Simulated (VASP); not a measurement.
Runs of VASP 6.6.1 on Hf. The structure is that of space group P6_3/mmc (No. 194), or close to it. The cells are those of the table. 

| cell | further INCAR settings | gap on the mesh (eV) | pressure (GPa) |
| --- | --- | --- | --- |
| a = 3.145, b = 3.145, c = 5.225 Å, angles 90.0, 90.0, 120.0°, 2 atoms | ALGO = Fast; EDIFF = 1e-07; NBANDS = 17 | none | 0.3 |
| a = 3.008, b = 3.008, c = 5.711 Å, angles 90.0, 90.0, 120.0°, 2 atoms | ALGO = Fast; EDIFF = 1e-06; NBANDS = 17 | none | 0.7 |
| a = 3.287, b = 3.287, c = 4.784 Å, angles 90.0, 90.0, 120.0°, 2 atoms | ALGO = Fast; EDIFF = 1e-06; NBANDS = 17 | none | 0.9 |
| a = 3.444, b = 3.444, c = 4.359 Å, angles 90.0, 90.0, 120.0°, 2 atoms | ALGO = Fast; EDIFF = 1e-07; NBANDS = 17 | none | (a) |
| a = 3.375, b = 3.375, c = 4.538 Å, angles 90.0, 90.0, 120.0°, 2 atoms | ALGO = Fast; EDIFF = 1e-07; NBANDS = 17 | none | 1.8 |
| a = 3.097, b = 3.097, c = 5.390 Å, angles 90.0, 90.0, 120.0°, 2 atoms | ALGO = Fast; EDIFF = 1e-06; NBANDS = 17 | none | (b) |
| a = 2.929, b = 2.929, c = 6.025 Å, angles 90.0, 90.0, 120.0°, 2 atoms | ALGO = Fast; EDIFF = 1e-07; NBANDS = 17 | none | 1.8 |
| a = 3.240, b = 3.240, c = 4.922 Å, angles 90.0, 90.0, 120.0°, 2 atoms | ALGO = Fast; EDIFF = 1e-06; NBANDS = 17 | none | 0.5 |

Alike in all rows: task single point; level PBE; potentials or basis VASP PAW PBE potentials, release 64 (Hf_pv); no spin polarisation; k mesh 18 × 18 × 10; cutoff (eV) 520; smearing gaussian 0.15 eV.

Q: Estimate the missing entries.

A: (a) 2.6; (b) 0.4.

Caveats: spin-orbit coupling is left out, which moves the levels of the heavy elements.

A k mesh can miss the band edges, and the runs leave out spin-orbit coupling on Hf.

A gap of «none» marks levels without a gap at the run's occupations.
